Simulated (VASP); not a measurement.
A run of VASP 6.6.1 is set up as follows.

INCAR

```
PREC     = Accurate       # precision mode
ENCUT    = 500            # plane-wave cutoff, eV
EDIFF    = 1E-6           # SCF threshold, eV
ISMEAR   = -1             # smearing method
SIGMA    = 0.05           # smearing width, eV
LREAL    = False          # projectors in reciprocal space
LASPH    = True           # aspherical terms in the spheres
NELM     = 120            # most SCF steps
ALGO     = Normal         # electronic algorithm
ISIF     = 2              # what is computed and relaxed
LWAVE    = False          # write WAVECAR
LCHARG   = True           # write CHGCAR
GGA      = PE             # functional
LELF     = True           # ELF
LVHAR    = True         
NBANDS   = 11             # bands
GGA_COMPAT= False
```

Contents of KPOINTS:

```
regular mesh
0
Gamma
  15 15 15
```

File POSCAR:

```
BP
1.0
    0.0000000000      2.1597423707      2.1597423707
    2.1597423707      0.0000000000      2.1597423707
    2.1597423707      2.1597423707      0.0000000000
B P
1 1
Direct
    0.0000000000      0.0000000000      0.0000000000
    0.5000000000      0.5000000000      0.5000000000
```

Potentials or basis: VASP PAW PBE potentials, release 64 (B, P).

Run with:

```bash
$ cat potpaw_PBE.64/B/POTCAR potpaw_PBE.64/P/POTCAR > POTCAR
$ mpirun -np 1 vasp_std > vasp.out
```

Estimate the band gap on the k mesh.

zero (bands 4 and 5 overlap by 4.19 eV).

What does it give for the pressure?

0.0 GPa.
